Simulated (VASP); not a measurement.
A run of VASP 6.6.1:

File INCAR:

```
PREC = Accurate
ENCUT = 520
EDIFF = 1E-8
ISMEAR = -1
SIGMA = 0.05
LREAL = False
LASPH = True
NELM = 60
ALGO = Normal
ISIF = 2
LWAVE = False
LCHARG = False
GGA = PS
LEFG = True
NBANDS = 16
```

Contents of KPOINTS:

```
regular mesh
0
Gamma
  11 11 11
```

Contents of POSCAR:

```
CdSe
1.0
    0.0000000000      2.8739580000      2.8739580000
    2.8739580000      0.0000000000      2.8739580000
    2.8739580000      2.8739580000      0.0000000000
Cd Se
1 1
Direct
    0.0000000000      0.0000000000      0.0000000000
    0.5000000000      0.5000000000      0.5000000000
```

Potentials or basis: VASP PAW PBE potentials, release 64 (Cd, Se).

Launch:

```sh
$ cat potpaw_PBE.64/Cd/POTCAR potpaw_PBE.64/Se/POTCAR > POTCAR
$ mpirun -np 1 vasp_std > vasp.out
```

Hardware: 1 thread of AMD EPYC 7R43 64-Core Processor (Zen 3) (shared host).

How long does it take, and how much memory?

Wall time 59 s on 1 thread of AMD EPYC 7R43 64-Core Processor (Zen 3) (shared host), peak memory 0.16 GiB. Counts: scf iterations 15, k points 56.
